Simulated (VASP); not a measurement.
# MgO (wurtzite type) (P6_3mc) in VASP: relaxation of cell and atoms with PBE

Aim: the relaxation of cell and atoms of MgO (wurtzite type) with PBE.

Everything below comes from runs of VASP 6.6.1. Logs are shortened: lines on timing, memory, paths and dates and some standing lists are left out, and cuts for length are marked.

**1. The cell of the first run**

The structure is hexagonal, space group P6_3mc (No. 186). The conventional cell has a = 2.627 Å, b = 2.627 Å, c = 4.282 Å, α = 90.00°, β = 90.00°, γ = 120.00°. Within 2.1 Å of Mg (site symmetry 3m) lie 4 O at 1.61 Å. O (site symmetry 3m) has 4 Mg at 1.61 Å within 2.1 Å.

**2. Relaxation of cell and atoms, PBE, target pressure 190 GPa, at which the enthalpy is minimised**

INCAR reads:

```
SYSTEM = MgO
PREC = Accurate
ENCUT = 600
EDIFF = 1E-6
ISMEAR = -1
SIGMA = 0.08
LREAL = .False.
LASPH = .True.
NELM = 100
ALGO = Normal
ISIF = 3
LWAVE = .False.
LCHARG = .False.
GGA = PE
IBRION = 2
NSW = 60
EDIFFG = -0.005
PSTRESS = 1900.0
```

KPOINTS reads:

```
Automatic mesh
0
Gamma
  13 13 7
  0 0 0
```

POSCAR reads:

```
MgO
1.0
    2.6271025238      0.0000000000      0.0000000000
   -1.3135512619      2.2751375240      0.0000000000
    0.0000000000      0.0000000000      4.2821771139
Mg O
2 2
Direct
    0.3333333333      0.6666666667      0.0000000000
    0.6666666667      0.3333333333      0.5000000000
    0.3333333333      0.6666666667      0.3760000000
    0.6666666667      0.3333333333      0.8760000000
```

Potentials or basis: VASP PAW PBE potentials, release 64 (Mg, O).

The run is started by

```bash
> cat potpaw_PBE.64/Mg/POTCAR potpaw_PBE.64/O/POTCAR > POTCAR
> mpirun -np 1 vasp_std > vasp.out
```

OUTCAR:

```text
SYSTEM = MgO
   PREC = Accurate
   ENCUT = 600
   EDIFF = 1E-6
   ISMEAR = -1
   LREAL = .False.
   LASPH = .True.
   NELM = 100
   ISIF = 3
   GGA = PE
   IBRION = 2
   NSW = 60
   EDIFFG = -0.005
   PSTRESS = 1900.0

 ion  position               nearest neighbor table
   1  0.333  0.667  0.000-   4 1.61   4 1.61   4 1.61   3 1.61   2 2.62   2 2.62   2 2.62   2 2.62
                             2 2.62   2 2.62   3 2.67
   2  0.667  0.333  0.500-   3 1.61   3 1.61   3 1.61   4 1.61   1 2.62   1 2.62   1 2.62   1 2.62
                             1 2.62   1 2.62   4 2.67
   3  0.333  0.667  0.376-   2 1.61   2 1.61   2 1.61   1 1.61   1 2.67
   4  0.667  0.333  0.876-   1 1.61   1 1.61   1 1.61   2 1.61   2 2.67

  LATTYP: Found a hexagonal cell.
 ALAT       =     2.6271025238
 C/A-ratio  =     1.6300000000

  Lattice vectors:

 A1 = (   2.6271025238,   0.0000000000,   0.0000000000)
 A2 = (  -1.3135512619,   2.2751375240,   0.0000000000)
 A3 = (   0.0000000000,   0.0000000000,   4.2821771139)

Analysis of symmetry for initial positions (statically):
=====================================================================
 Subroutine PRICEL returns:
 Original cell was already a primitive cell.

 Routine SETGRP: Setting up the symmetry group for a
 hexagonal supercell.

 Subroutine GETGRP returns: Found 12 space group operations
 (whereof  6 operations were pure point group operations)
 out of a pool of 24 trial point group operations.

The static configuration has the point symmetry C_3v.
 The point group associated with its full space group is C_6v.

Analysis of symmetry for dynamics (positions and initial velocities):
=====================================================================
 Subroutine PRICEL returns:
 Original cell was already a primitive cell.

 Routine SETGRP: Setting up the symmetry group for a
 hexagonal supercell.

 Subroutine GETGRP returns: Found 12 space group operations
 (whereof  6 operations were pure point group operations)
 out of a pool of 24 trial point group operations.

The dynamic configuration has the point symmetry C_3v.
 The point group associated with its full space group is C_6v.

 Subroutine INISYM returns: Found 12 space group operations
 (whereof  6 operations are pure point group operations),
 and found     1 'primitive' translations

----------------------------------------------------------------------------------------

                                     Primitive cell

  volume of cell :      25.5947

  direct lattice vectors                    reciprocal lattice vectors
     2.627102524  0.000000000  0.000000000     0.380647497  0.219766935  0.000000000
    -1.313551262  2.275137524  0.000000000     0.000000000  0.439533870  0.000000000
     0.000000000  0.000000000  4.282177114     0.000000000  0.000000000  0.233526072

  length of vectors
     2.627102524  2.627102524  4.282177114     0.439533870  0.439533870  0.233526072

  position of ions in fractional coordinates (direct lattice)
     0.333333333  0.666666667  0.000000000
     0.666666667  0.333333333  0.500000000
     0.333333333  0.666666667  0.376000000
     0.666666667  0.333333333  0.876000000

  ion indices of the primitive-cell ions
   primitive index   ion index
                 1           1
                 2           2
                 3           3
                 4           4

----------------------------------------------------------------------------------------

 KPOINTS: Automatic mesh

Automatic generation of k-mesh.
 Grid dimensions read from file:
 generate k-points for:   13   13    7

 Generating k-lattice:

  Cartesian coordinates                     Fractional coordinates (reciprocal lattice)
     0.029280577  0.016905149  0.000000000     0.076923077 -0.000000000  0.000000000
     0.000000000  0.033810298  0.000000000     0.000000000  0.076923077  0.000000000
     0.000000000  0.000000000  0.033360867     0.000000000  0.000000000  0.142857143

  Length of vectors
     0.033810298  0.033810298  0.033360867

  Shift w.r.t. Gamma in fractional coordinates (k-lattice)
     0.000000000  0.000000000  0.000000000

 Subroutine IBZKPT returns following result:
 ===========================================

 Found     84 irreducible k-points:

 Following reciprocal coordinates:
            Coordinates               Weight
  0.000000  0.000000  0.000000      1.000000
  0.076923  0.000000  0.000000      6.000000
  0.153846  0.000000  0.000000      6.000000
  0.230769  0.000000  0.000000      6.000000
  0.307692  0.000000  0.000000      6.000000
  0.384615 -0.000000  0.000000      6.000000
[... 16 lines left out ...]
  0.076923  0.000000  0.142857     12.000000
  0.153846  0.000000  0.142857     12.000000
 [... further k-points ...]
   k-points           NKPTS =     84   k-points in BZ     NKDIM =     84   number of bands    NBANDS=     12
   number of dos      NEDOS =    301   number of ions     NIONS =      4
   total plane-waves  NPLWV =  20736
   dimension x,y,z NGX =    24 NGY =   24 NGZ =   36
   dimension x,y,z NGXF=    48 NGYF=   48 NGZF=   72
   ions per type =               2   2
   NGX,Y,Z   is equivalent  to a cutoff of  15.19, 15.19, 13.98 a.u.
   NGXF,Y,Z  is equivalent  to a cutoff of  30.37, 30.37, 27.95 a.u.
 SYSTEM =  MgO
   PREC   = accura    normal or accurate (medium, high low for compatibility)
   ISTART =      0    job   : 0-new  1-cont  2-samecut
   ICHARG =      2    charge: 1-file 2-atom 10-const
   ISPIN  =      1    spin polarized calculation?
   LNONCOLLINEAR =      F non collinear calculations
   LSORBIT =      F    spin-orbit coupling
   LASPH  =      T    aspherical Exc in radial PAW
   ENCUT  =  600.0 eV  44.10 Ry    6.64 a.u.   5.25  5.25  8.55*2*pi/ulx,y,z
   NELM   =    100;   NELMIN=  2; NELMDL= -5     # of ELM steps
   EDIFF  = 0.1E-05   stopping-criterion for ELM
   LREAL  =      F    real-space projection
   EDIFFG = -.5E-02   stopping-criterion for IOM
   NSW    =     60    number of steps for IOM
   IBRION =      2    ionic relax: 0-MD 1-quasi-New 2-CG
   NFREE  =      1    steps in history (QN), initial steepest desc. (CG)
   ISIF   =      3    stress and relaxation
   ISYM   =      2    0-nonsym 1-usesym 2-fastsym
   POTIM  = 0.5000    time-step for ionic-motion
   TEBEG  =    0.0;   TEEND  =   0.0 temperature during run
   PSTRESS= 1900.0 pullay stress
   NELECT =      16.0000    total number of electrons
   NUPDOWN=      -1.0000    fix difference up-down
   EMIN   =  10.00;   EMAX   =-10.00  energy-range for DOS
   EFERMI =   0.00;   METHOD = LEGACY
   ISMEAR =    -1;   SIGMA  =   0.08  broadening in eV -4-tet -1-fermi 0-gaus
   EFERMI_NEDOS =   21; number of points for ismear=-14 and -15
   IALGO  =     38    algorithm
   IMIX   =      4    mixing-type and parameters
     AMIX     =   0.40;   BMIX     =  1.00
     AMIX_MAG =   1.60;   BMIX_MAG =  1.00
  volume/ion in A,a.u.               =       6.40        43.18
  Fermi-wavevector in a.u.,A,eV,Ry     =   1.399797  2.645233 26.659686  1.959432
  Thomas-Fermi vector in A             =   2.522821
   LORBIT       =      0    0 simple, 1 ext, 2 COOP (PROOUT), +10 PAW based schemes
   GGA     = PE    functional components
   LHFCALC =     F    Hartree Fock is set to
   AEXX    =    0.0000 exact exchange contribution
   IVDW    =     0    specifies the selected vdW correction
   LEPSILON=     F    determine dielectric tensor
   LRPA    =     F    only Hartree local field effects (RPA)
 conjugate gradient relaxation of ions
 non-spin polarized calculation
  energy-cutoff  :      600.00
  volume of cell :       25.59
 maximum number of plane-waves:       870
 NGX is ok and might be reduce to    24
   NGX = 11   NGY = 11   NGZ = 17

--------------------------------------- Ionic step        1  -------------------------------------------

 number of electron      16.0000008 magnetization

 Free energy of the ion-electron system (eV)
  ---------------------------------------------------
  ext. energy  EPLUGINS =         0.00000000
  ---------------------------------------------------
  free energy    TOTEN  =       -11.70617629 eV

  energy without entropy =      -11.70617629  energy(sigma->0) =      -11.70617629

------------------------ aborting loop because EDIFF is reached ----------------------------------------

  FORCE on cell =-STRESS in cart. coord.  units (eV):
  Direction    XX          YY          ZZ          XY          YZ          ZX
  --------------------------------------------------------------------------------------
  -------------------------------------------------------------------------------------
  Total       46.1516138     46.1516138     43.3879075      0.0000000      0.0000000      0.0000000
  in kB     2889.0041980   2889.0041981   2716.0013820      0.0000000      0.0000000      0.0000000
  external PRESSURE =     931.3365927 kB  Pullay stress =    1900.0000000 kB
[... 103 lines left out ...]
  energy  without entropy=      -16.6302780093  energy(sigma->0) =      -16.63027801

  enthalpy is  TOTEN    =        17.8826723752 eV   P V=       34.5129503847

 E-fermi :  10.0452     XC(G=0): -12.6052

 val. band max:        8.8176984912   @ k =   0.0000   0.0000   0.0000
 cond. band min:      11.1478712525   @ k =   0.0000   0.0000   0.0000
 fundamental gap:      2.3301727613
 Fermi energy:        10.0452416925

 k-point     1 :       0.0000    0.0000    0.0000
  band No.  band energies     occupation
      1     -13.0615      2.00000
      2      -9.5379      2.00000
      3       2.7374      2.00000
      4       2.7374      2.00000
      5       5.0278      2.00000
      6       5.0278      2.00000
      7       5.2265      2.00000
      8       8.8177      2.00000
      9      11.1479      0.00000
     10      21.2386      0.00000
     11      21.2386      0.00000
     12      25.4637      0.00000
[... 333 lines left out ...]
      1     -12.5205      2.00000
      2      -9.5475      2.00000
      3       2.4186      2.00000
      4       2.5158      2.00000
      5       4.3602      2.00000
      6       5.0770      2.00000
      7       5.1746      2.00000
      8       8.0494      2.00000
      9      12.5400      0.00000
     10      20.4548      0.00000
     11      21.2063      0.00000
     12      22.6675      0.00000

 [... further k-points ...]

[... ionic steps 4 to 44 ...]

--------------------------------------- Ionic step       45  -------------------------------------------

 number of electron      16.0000000 magnetization

------------------------ aborting loop because EDIFF is reached ----------------------------------------
[... 75 lines left out ...]
--------------------------------------- Ionic step       47  -------------------------------------------

 number of electron      16.0000000 magnetization

 Free energy of the ion-electron system (eV)
  ---------------------------------------------------
  ext. energy  EPLUGINS =         0.00000000
  ---------------------------------------------------
  free energy    TOTEN  =       -16.71038728 eV

  energy without entropy =      -16.71038728  energy(sigma->0) =      -16.71038728

 E-fermi :   7.7863     XC(G=0): -12.4710

 val. band max:        6.2924091989   @ k =   0.0000   0.0000   0.0000
 cond. band min:      12.4342731278   @ k =   0.0000   0.0000   0.0000
 fundamental gap:      6.1418639289
 Fermi energy:         7.7863181789

 k-point     1 :       0.0000    0.0000    0.0000
  band No.  band energies     occupation
      1     -13.4953      2.00000
      2     -10.5245      2.00000
      3       0.5526      2.00000
      4       3.3989      2.00000
      5       3.3989      2.00000
      6       4.5273      2.00000
      7       4.5273      2.00000
      8       6.2924      2.00000
      9      12.4343      0.00000
     10      20.1569      0.00000
     11      22.6550      0.00000
     12      22.7607      0.00000
[... 380 lines left out ...]
  energy  without entropy=      -16.7103872811  energy(sigma->0) =      -16.71038728

  enthalpy is  TOTEN    =        15.3431020079 eV   P V=       32.0534892891

 reached required accuracy - stopping structural energy minimisation
```

It took 10 min on 1 thread of Intel Xeon Platinum 8259CL at 2.50GHz (Skylake/Cascade Lake), shared host; peak memory 0.2 GiB.

Results:

| Item | Value |
| --- | --- |
| Free energy | -16.7104 eV |
| Relaxed volume | 6.76 Å³/atom |
| Relaxed cell | a = 2.951 Å, b = 2.951 Å, c = 3.585 Å, α = 90.00°, β = 90.00°, γ = 120.00° |
| Space group after relaxing (to 0.05 Å) | P6_3/mmc (No. 194) |
| Energy change on relaxing (the enthalpy is what falls) | -1251.1 meV/atom |
| Ionic steps | 47 |
| Pressure after relaxing | 190.0 GPa |
| Band gap on the k mesh | 6.14 eV, direct |

Forces on the atoms (eV/Å):
```
Mg   0.000  0.000  0.003
Mg   0.000  0.000  0.003
O    0.000  0.000 -0.003
O    0.000  0.000 -0.003
```

Step by step:
```
step  energy change (eV)  largest force (eV/Å)  pressure (GPa)  volume (Å³)
   1              0.0000                0.2652          283.13        25.59
   3             -4.9241                0.2971          174.17        29.10
   5             -4.2134                0.2784          189.71        28.48
   7             -4.3662                2.9827          187.72        28.35
   9             13.3164                4.0818          450.02        25.00
  11             -2.2694               13.7926          214.90        27.68
  13             -1.6769               15.5713          222.11        27.60
  15             -1.4343               16.2534          226.09        27.48
  17             -1.4358               16.2567          226.06        27.48
  19             -1.4415               16.2707          225.96        27.48
  21             -1.4581               16.3202          225.64        27.47
  23             -1.4038               16.3510          226.65        27.44
  25             -1.4616               16.3391          225.69        27.46
  27             -1.6566               15.7983          223.37        27.47
  29             -2.3761               13.7464          214.69        27.53
  31             -4.4008                6.9276          188.69        27.78
  33             -5.2613                1.1932          175.75        28.02
  35             -5.3368                1.5288          177.37        27.78
  37             -4.1732                1.6375          207.20        26.54
  39             -4.9444                1.4034          190.75        27.04
  41             -5.1517                0.0668          186.43        27.16
  43             -5.0674                0.0008          188.45        27.08
  45             -4.9953                0.0274          190.18        27.02
  47             -5.0042                0.0029          189.98        27.03
```

Final structure:
```
Mg O
1.0
     2.95074    0.00000    0.00000
    -1.47537    2.55542    0.00000
     0.00000    0.00000    3.58459
Mg O
2 2
Direct
  0.33333 0.66667 0.93798
  0.66667 0.33333 0.43798
  0.33333 0.66667 0.43802
  0.66667 0.33333 0.93802
```

Levels at points of the mesh, in eV from the valence-band top:
| k point | band 6 | band 7 | band 8 | band 9 | band 10 | band 11 |
| --- | --- | --- | --- | --- | --- | --- |
| (0.00, 0.00, 0.00) | -1.77 | -1.77 | 0.00 | 6.14 | 13.86 | 16.36 |

Caveat: the cell is relaxed towards a set pressure, so the enthalpy falls and the energy may rise. As with any semilocal functional, this PBE gap is likely too small.
